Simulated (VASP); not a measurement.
# TiO2 (P4_2/mnm) in VASP: a series of runs

Runs on TiO2. Level: r2SCAN. Tasks: single point.

Program: VASP 6.6.1. These are calculated values, not measurements. Logs are shortened: lines on timing, memory, paths and dates and some standing lists are left out, and cuts for length are marked.

**The experiment to reproduce.**

“Shallow Valence Band of Rutile GeO2 and P-type Doping”, 2020, arxiv:2011.08928 quotes, for a bulk crystal of TiO2 at 1.6 K: band gap 3.03 eV (direct).

The runs below are set against these values where they give the same quantity.

**1. The cell of the first run**

Symmetry: P4_2/mnm, No. 136, tetragonal system. The conventional cell has a = 4.597 Å, b = 4.597 Å, c = 2.954 Å, α = 90.00°, β = 90.00°, γ = 90.00°. Ti (site symmetry mmm) has 6 O at 1.95 to 1.98 Å within 2.6 Å. Within 2.6 Å of O (site symmetry m2m) lie 3 Ti at 1.95 to 1.98 Å and 1 O at 2.54 Å.

**2. Single point, r2SCAN**

POSCAR reads:

```
TiO2
1.0
    4.5969450464      0.0000000000      0.0000000000
    0.0000000000      4.5969450464      0.0000000000
    0.0000000000      0.0000000000      2.9535430802
Ti O
2 4
Direct
    0.0000000000      0.0000000000      0.0000000000
    0.5000000000      0.5000000000      0.5000000000
    0.3046314515      0.3046314515      0.0000000000
    0.1953685485      0.8046314515      0.5000000000
    0.6953685485      0.6953685485      0.0000000000
    0.8046314515      0.1953685485      0.5000000000
```

INCAR.step1 reads:

```
SYSTEM = TiO2
ALGO     = Normal         ! electronic algorithm
EDIFF    = 1E-5           ! SCF threshold, eV
ENCUT    = 660            ! plane-wave cutoff, eV
GGA      = PE             ! functional
GGA_COMPAT= .False.      
ISMEAR   = 0              ! smearing method
LASPH    = .True.         ! aspherical terms in the spheres
LCHARG   = .False.        ! write CHGCAR
LREAL    = .False.        ! projectors in reciprocal space
LWAVE    = .True.         ! write WAVECAR
NBANDS   = 33             ! bands
NELM     = 120            ! most SCF steps
PREC     = Accurate       ! precision mode
SIGMA    = 0.02           ! smearing width, eV
```

INCAR.step2 reads:

```
SYSTEM = TiO2
ALGO     = Normal         ! electronic algorithm
EDIFF    = 1E-6           ! SCF threshold, eV
ENCUT    = 660            ! plane-wave cutoff, eV
GGA_COMPAT= .False.      
ISIF     = 2              ! what is computed and relaxed
ISMEAR   = 0              ! smearing method
ISTART   = 1            
LASPH    = .True.         ! aspherical terms in the spheres
LCHARG   = .False.        ! write CHGCAR
LMIXTAU  = .True.       
LREAL    = .False.        ! projectors in reciprocal space
LWAVE    = .False.        ! write WAVECAR
METAGGA  = R2SCAN         ! meta-GGA
NBANDS   = 33             ! bands
NELM     = 120            ! most SCF steps
PREC     = Accurate       ! precision mode
SIGMA    = 0.02           ! smearing width, eV
```

KPOINTS reads:

```
k-points
0
Gamma
  6 6 10
  0 0 0
```

Potentials or basis: VASP PAW PBE potentials, release 64 (Ti_sv, O).

Started as:

```sh
cat potpaw_PBE.64/Ti_sv/POTCAR potpaw_PBE.64/O/POTCAR > POTCAR
cp INCAR.step1 INCAR
mpirun -np 1 vasp_std > vasp.out
cp INCAR.step2 INCAR
mpirun -np 1 vasp_std > vasp.out
```

OUTCAR:

```text
SYSTEM = TiO2
   EDIFF = 1E-6
   ENCUT = 660
   ISIF = 2
   ISMEAR = 0
   ISTART = 1
   LASPH = .True.
   LREAL = .False.
   METAGGA = R2SCAN
   NELM = 120
   PREC = Accurate

 ion  position               nearest neighbor table
   1  0.000  0.000  0.000-   4 1.95   6 1.95   4 1.95   6 1.95   5 1.98   3 1.98
   2  0.500  0.500  0.500-   3 1.95   5 1.95   3 1.95   5 1.95   4 1.98   6 1.98
   3  0.305  0.305  0.000-   2 1.95   2 1.95   1 1.98
   4  0.195  0.805  0.500-   1 1.95   1 1.95   2 1.98
   5  0.695  0.695  0.000-   2 1.95   2 1.95   1 1.98
   6  0.805  0.195  0.500-   1 1.95   1 1.95   2 1.98

  LATTYP: Found a simple tetragonal cell.
 ALAT       =     4.5969450464
 C/A-ratio  =     0.6425012808

  Lattice vectors:

 A1 = (   4.5969450464,   0.0000000000,   0.0000000000)
 A2 = (   0.0000000000,   4.5969450464,   0.0000000000)
 A3 = (   0.0000000000,   0.0000000000,   2.9535430802)

Analysis of symmetry for initial positions (statically):
=====================================================================
 Subroutine PRICEL returns:
 Original cell was already a primitive cell.

 Routine SETGRP: Setting up the symmetry group for a
 simple tetragonal supercell.

 Subroutine GETGRP returns: Found 16 space group operations
 (whereof  8 operations were pure point group operations)
 out of a pool of 16 trial point group operations.

The static configuration has the point symmetry D_2h.
 The point group associated with its full space group is D_4h.

Analysis of symmetry for dynamics (positions and initial velocities):
=====================================================================
 Subroutine PRICEL returns:
 Original cell was already a primitive cell.

 Routine SETGRP: Setting up the symmetry group for a
 simple tetragonal supercell.

 Subroutine GETGRP returns: Found 16 space group operations
 (whereof  8 operations were pure point group operations)
 out of a pool of 16 trial point group operations.

The dynamic configuration has the point symmetry D_2h.
 The point group associated with its full space group is D_4h.

 Subroutine INISYM returns: Found 16 space group operations
 (whereof  8 operations are pure point group operations),
 and found     1 'primitive' translations

----------------------------------------------------------------------------------------

                                     Primitive cell

  volume of cell :      62.4140

  direct lattice vectors                    reciprocal lattice vectors
     4.596945046  0.000000000  0.000000000     0.217535774  0.000000000  0.000000000
     0.000000000  4.596945046  0.000000000     0.000000000  0.217535774  0.000000000
     0.000000000  0.000000000  2.953543080     0.000000000  0.000000000  0.338576406

  length of vectors
     4.596945046  4.596945046  2.953543080     0.217535774  0.217535774  0.338576406

  position of ions in fractional coordinates (direct lattice)
     0.000000000  0.000000000  0.000000000
     0.500000000  0.500000000  0.500000000
     0.304631452  0.304631452  0.000000000
     0.195368548  0.804631452  0.500000000
     0.695368548  0.695368548  0.000000000
     0.804631452  0.195368548  0.500000000

  ion indices of the primitive-cell ions
   primitive index   ion index
                 1           1
                 2           2
                 3           3
                 4           4
                 5           5
                 6           6

----------------------------------------------------------------------------------------

 KPOINTS: k-points

Automatic generation of k-mesh.
 Grid dimensions read from file:
 generate k-points for:    6    6   10

 Generating k-lattice:

  Cartesian coordinates                     Fractional coordinates (reciprocal lattice)
     0.036255962  0.000000000  0.000000000     0.166666667  0.000000000  0.000000000
     0.000000000  0.036255962  0.000000000     0.000000000  0.166666667  0.000000000
     0.000000000  0.000000000  0.033857641     0.000000000  0.000000000  0.100000000

  Length of vectors
     0.036255962  0.036255962  0.033857641

  Shift w.r.t. Gamma in fractional coordinates (k-lattice)
     0.000000000  0.000000000  0.000000000

 Subroutine IBZKPT returns following result:
 ===========================================

 Found     60 irreducible k-points:

 Following reciprocal coordinates:
            Coordinates               Weight
  0.000000  0.000000  0.000000      1.000000
  0.166667  0.000000  0.000000      4.000000
  0.333333  0.000000  0.000000      4.000000
  0.500000  0.000000  0.000000      2.000000
  0.166667  0.166667  0.000000      4.000000
  0.333333  0.166667  0.000000      8.000000
[... 16 lines left out ...]
  0.333333  0.000000  0.200000      8.000000
  0.500000  0.000000  0.200000      4.000000
 [... further k-points ...]
   k-points           NKPTS =     60   k-points in BZ     NKDIM =     60   number of bands    NBANDS=     33
   number of dos      NEDOS =    301   number of ions     NIONS =      6
   total plane-waves  NPLWV =  44800
   dimension x,y,z NGX =    40 NGY =   40 NGZ =   28
   dimension x,y,z NGXF=    80 NGYF=   80 NGZF=   56
   ions per type =               2   4
   NGX,Y,Z   is equivalent  to a cutoff of  14.47, 14.47, 15.76 a.u.
   NGXF,Y,Z  is equivalent  to a cutoff of  28.93, 28.93, 31.52 a.u.
 SYSTEM =  TiO2
   PREC   = accura    normal or accurate (medium, high low for compatibility)
   ISTART =      1    job   : 0-new  1-cont  2-samecut
   ICHARG =      0    charge: 1-file 2-atom 10-const
   ISPIN  =      1    spin polarized calculation?
   LNONCOLLINEAR =      F non collinear calculations
   LSORBIT =      F    spin-orbit coupling
   LASPH  =      T    aspherical Exc in radial PAW
   ENCUT  =  660.0 eV  48.51 Ry    6.96 a.u.   9.63  9.63  6.19*2*pi/ulx,y,z
   NELM   =    120;   NELMIN=  2; NELMDL=  0     # of ELM steps
   EDIFF  = 0.1E-05   stopping-criterion for ELM
   LREAL  =      F    real-space projection
   EDIFFG = 0.1E-04   stopping-criterion for IOM
   NSW    =      0    number of steps for IOM
   IBRION =     -1    ionic relax: 0-MD 1-quasi-New 2-CG
   NFREE  =      0    steps in history (QN), initial steepest desc. (CG)
   ISIF   =      2    stress and relaxation
   ISYM   =      2    0-nonsym 1-usesym 2-fastsym
   POTIM  = 0.5000    time-step for ionic-motion
   TEBEG  =    0.0;   TEEND  =   0.0 temperature during run
   PSTRESS=    0.0 pullay stress
   NELECT =      48.0000    total number of electrons
   NUPDOWN=      -1.0000    fix difference up-down
   EMIN   =  10.00;   EMAX   =-10.00  energy-range for DOS
   EFERMI =   0.00;   METHOD = LEGACY
   ISMEAR =     0;   SIGMA  =   0.02  broadening in eV -4-tet -1-fermi 0-gaus
   EFERMI_NEDOS =   21; number of points for ismear=-14 and -15
   IALGO  =     38    algorithm
   IMIX   =      4    mixing-type and parameters
     AMIX     =   0.40;   BMIX     =  1.00
     AMIX_MAG =   1.60;   BMIX_MAG =  1.00
  volume/ion in A,a.u.               =      10.40        70.20
  Fermi-wavevector in a.u.,A,eV,Ry     =   1.499896  2.834393 30.608880  2.249689
  Thomas-Fermi vector in A             =   2.611467
   LORBIT       =      0    0 simple, 1 ext, 2 COOP (PROOUT), +10 PAW based schemes
   METAGGA = R2SCAN    functional components
   LHFCALC =     F    Hartree Fock is set to
   AEXX    =    0.0000 exact exchange contribution
   IVDW    =     0    specifies the selected vdW correction
   LEPSILON=     F    determine dielectric tensor
   LRPA    =     F    only Hartree local field effects (RPA)
 non-spin polarized calculation
 Gauss-broadening in eV      SIGMA  =   0.02
  energy-cutoff  :      660.00
  volume of cell :       62.41
 maximum number of plane-waves:      2441
 NGX is ok and might be reduce to    40
   NGX = 19   NGY = 19   NGZ = 13

 number of electron      48.0000000 magnetization

 Free energy of the ion-electron system (eV)
  ---------------------------------------------------
  ext. energy  EPLUGINS =         0.00000000
  ---------------------------------------------------
  free energy    TOTEN  =       -69.81561683 eV

  energy without entropy =      -69.81561683  energy(sigma->0) =      -69.81561683

 E-fermi :   4.6985     XC(G=0): -12.1549

 val. band max:        4.5389815997   @ k =   0.0000   0.0000   0.0000
 cond. band min:       6.7695274709   @ k =   0.0000   0.0000   0.0000
 fundamental gap:      2.2305458712
 Fermi energy:         4.6985271816

 k-point     1 :       0.0000    0.0000    0.0000
  band No.  band energies     occupation
      1     -54.6023      2.00000
      2     -54.5844      2.00000
      3     -29.8694      2.00000
      4     -29.8694      2.00000
      5     -29.6911      2.00000
      6     -29.6911      2.00000
[... 25 lines left out ...]
     32      11.5268      0.00000
     33      11.5268      0.00000

 k-point     2 :       0.1667    0.0000    0.0000
  band No.  band energies     occupation
      1     -54.6011      2.00000
      2     -54.5856      2.00000
      3     -29.8599      2.00000
      4     -29.8591      2.00000
      5     -29.7026      2.00000
      6     -29.7017      2.00000
[... 25 lines left out ...]
     32      11.4285      0.00000
     33      11.4490      0.00000

 k-point     3 :       0.3333    0.0000    0.0000
  band No.  band energies     occupation
      1     -54.5978      2.00000
      2     -54.5888      2.00000
      3     -29.8346      2.00000
      4     -29.8325      2.00000
      5     -29.7314      2.00000
      6     -29.7291      2.00000
[... 25 lines left out ...]
     32      11.2309      0.00000
     33      11.2705      0.00000

 k-point     4 :       0.5000    0.0000    0.0000
  band No.  band energies     occupation
      1     -54.5933      2.00000
      2     -54.5933      2.00000
      3     -29.8126      2.00000
      4     -29.8126      2.00000
      5     -29.7522      2.00000
      6     -29.7522      2.00000
[... 673 lines left out ...]
     32      10.8126      0.00000
     33      11.0150      0.00000

 k-point    23 :       0.3333    0.0000    0.2000
  band No.  band energies     occupation
      1     -54.5827      2.00000
      2     -54.5754      2.00000
      3     -29.8348      2.00000
      4     -29.8139      2.00000
      5     -29.7888      2.00000
      6     -29.7740      2.00000
[... 25 lines left out ...]
     32      10.4056      0.00000
     33      11.0222      0.00000

 k-point    24 :       0.5000    0.0000    0.2000
  band No.  band energies     occupation
      1     -54.5790      2.00000
      2     -54.5790      2.00000
      3     -29.8262      2.00000
      4     -29.8262      2.00000
      5     -29.7693      2.00000
      6     -29.7693      2.00000
[... 25 lines left out ...]
     32      10.2037      0.00000
     33      11.4278      0.00000

 [... further k-points ...]

------------------------ aborting loop because EDIFF is reached ----------------------------------------

  FORCE on cell =-STRESS in cart. coord.  units (eV):
  Direction    XX          YY          ZZ          XY          YZ          ZX
  --------------------------------------------------------------------------------------
  -------------------------------------------------------------------------------------
  Total        0.2922378      0.2922378      0.5666159      0.0000000      0.0000000      0.0000000
  in kB        7.5017934      7.5017934     14.5451245      0.0000000      0.0000000      0.0000000
  external PRESSURE =       9.8495705 kB  Pullay stress =       0.0000000 kB

 VOLUME and BASIS-vectors are now :
 -----------------------------------------------------------------------------
  energy-cutoff  :      660.00
  volume of cell :       62.41
      direct lattice vectors                 reciprocal lattice vectors
     4.596945046  0.000000000  0.000000000     0.217535774  0.000000000  0.000000000
     0.000000000  4.596945046  0.000000000     0.000000000  0.217535774  0.000000000
     0.000000000  0.000000000  2.953543080     0.000000000  0.000000000  0.338576406

 POSITION                                       TOTAL-FORCE (eV/Angst)
 -----------------------------------------------------------------------------------
      0.00000      0.00000      0.00000         0.000000      0.000000      0.000000
      2.29847      2.29847      1.47677         0.000000      0.000000      0.000000
      1.40037      1.40037      0.00000        -0.022238     -0.022238      0.000000
      0.89810      3.69885      1.47677         0.022238     -0.022238      0.000000
      3.19657      3.19657      0.00000         0.022238      0.022238      0.000000
      3.69885      0.89810      1.47677        -0.022238      0.022238      0.000000
 -----------------------------------------------------------------------------------
    total drift:                                0.000000     -0.000000     -0.000000

  FREE ENERGIE OF THE ION-ELECTRON SYSTEM (eV)
  ---------------------------------------------------
  free  energy   TOTEN  =       -69.8156168276 eV

  energy  without entropy=      -69.8156168276  energy(sigma->0) =      -69.81561683
```

Wall time 21 min (1 thread of Oxide Virtual Turin-like, shared host); peak memory 0.28 GiB.

What came out:

- Free energy: -69.8156 eV
- Pressure: 1.0 GPa
- Largest force: 0.031 eV/Å
- Band gap on the k mesh: 2.23 eV

Forces in eV/Å, atoms in the order of the input:
```
Ti   0.000  0.000  0.000
Ti   0.000  0.000  0.000
O   -0.022 -0.022  0.000
O    0.022 -0.022  0.000
O    0.022  0.022  0.000
O   -0.022  0.022  0.000
```

Levels at points of the mesh, in eV from the valence-band top:
```
           k point  band 21  band 22  band 23  band 24  band 25  band 26  band 27  band 28
(0.00, 0.00, 0.00)    -0.76    -0.49    -0.49     0.00     2.23     2.55     2.79     2.88
(0.50, 0.00, 0.00)    -1.70    -1.70    -0.77    -0.77     2.92     2.92     3.41     3.41
(0.50, 0.50, 0.00)    -1.38    -1.38    -1.13    -1.13     2.27     2.27     2.90     2.90
(0.00, 0.00, 0.50)    -2.40    -2.40    -1.48    -1.48     3.33     3.33     3.59     3.59
(0.50, 0.00, 0.50)    -2.07    -2.07    -1.09    -1.09     2.29     2.29     3.62     3.62
(0.50, 0.50, 0.50)    -1.31    -1.31    -0.72    -0.72     2.97     2.97     3.60     3.60
```

Caveat: the PAW data sets were made with another functional, which shifts forces and pressure a little.

**3. Single point, r2SCAN**

POSCAR is that of step 2.

INCAR.step1 reads:

```
  PREC = Accurate
  ENCUT = 660
  ISMEAR = 0
  SIGMA = 0.02
  LREAL = F
  LASPH = T
  NELM = 120
  NBANDS = 33
  GGA = PE
  ALGO = Normal
  EDIFF = 1E-5
  LWAVE = T
  LCHARG = F
  GGA_COMPAT = F
```

INCAR.step2 reads:

```
  PREC = Accurate
  ENCUT = 660
  EDIFF = 1E-6
  ISMEAR = 0
  SIGMA = 0.02
  LREAL = F
  LASPH = T
  NELM = 120
  ALGO = Normal
  ISIF = 2
  LWAVE = F
  LCHARG = F
  METAGGA = R2SCAN
  LMIXTAU = T
  NBANDS = 33
  ISTART = 1
  GGA_COMPAT = F
```

KPOINTS reads:

```
Automatic mesh
0
Gamma
  6 6 10
```

Potentials or basis: VASP PAW PBE potentials, release 64 (Ti_sv, O).

Started as:

```sh
cat potpaw_PBE.64/Ti_sv/POTCAR potpaw_PBE.64/O/POTCAR > POTCAR
cp INCAR.step1 INCAR
mpirun -np 1 vasp_std > vasp.out
cp INCAR.step2 INCAR
mpirun -np 1 vasp_std > vasp.out
```

Wall time 23 min (1 thread of Oxide Virtual Turin-like, shared host); peak memory 0.27 GiB.

Results (log left out):

```yaml
Free_energy: -69.8156 eV
Pressure: 1.0 GPa
Largest_force: 0.031 eV/Å
Band_gap_on_the_k_mesh: 2.23 eV
```

Forces in eV/Å, atoms in the order of the input:
```
Ti   0.000  0.000  0.000
Ti   0.000  0.000  0.000
O   -0.022 -0.022  0.000
O    0.022 -0.022  0.000
O    0.022  0.022  0.000
O   -0.022  0.022  0.000
```

Stress tensor (GPa, compression positive):
```
0.75 0.00 0.00
0.00 0.75 0.00
0.00 0.00 1.45
```

Levels at points of the mesh, in eV from the valence-band top:
| k point | band 20 | band 21 | band 22 | band 23 | band 24 | band 25 | band 26 | band 27 | band 28 | band 29 |
| --- | --- | --- | --- | --- | --- | --- | --- | --- | --- | --- |
| (0.00, 0.00, 0.00) | -2.07 | -0.76 | -0.49 | -0.49 | 0.00 | 2.23 | 2.55 | 2.79 | 2.88 | 2.88 |
| (0.50, 0.00, 0.00) | -3.15 | -1.70 | -1.70 | -0.77 | -0.77 | 2.92 | 2.92 | 3.41 | 3.41 | 3.95 |
| (0.50, 0.50, 0.00) | -2.21 | -1.38 | -1.38 | -1.13 | -1.13 | 2.27 | 2.27 | 2.90 | 2.90 | 4.21 |
| (0.00, 0.00, 0.50) | -2.89 | -2.40 | -2.40 | -1.48 | -1.48 | 3.33 | 3.33 | 3.59 | 3.59 | 4.05 |
| (0.50, 0.00, 0.50) | -2.47 | -2.07 | -2.07 | -1.09 | -1.09 | 2.29 | 2.29 | 3.62 | 3.62 | 4.29 |
| (0.50, 0.50, 0.50) | -2.86 | -1.31 | -1.31 | -0.72 | -0.72 | 2.97 | 2.97 | 3.60 | 3.60 | 3.64 |

Caveat: the PAW data sets were made with another functional, which shifts forces and pressure a little.

**4. Comparison with measurements**

Step 2. A measured gap of TiO2 is 3.03 eV (direct; 1.6 K; quoted in “Shallow Valence Band of Rutile GeO2 and P-type Doping”, 2020, arxiv:2011.08928); the calculated 2.23 eV misses it by -0.80 eV. 2 values of this kind are on record in papers (3.03 to 3.05 eV); this one was drawn at random among those near their median. The value is that of r2SCAN on a finite k mesh, which can miss the band edges, without temperature or zero-point motion.

Step 3. A measured gap of TiO2 is 3.03 eV (direct; 1.6 K; quoted in “Shallow Valence Band of Rutile GeO2 and P-type Doping”, 2020, arxiv:2011.08928); the calculated 2.23 eV misses it by -0.80 eV. 2 values of this kind are on record in papers (3.03 to 3.05 eV); this one was drawn at random among those near their median. The value is that of r2SCAN on a finite k mesh, which can miss the band edges, without temperature or zero-point motion.
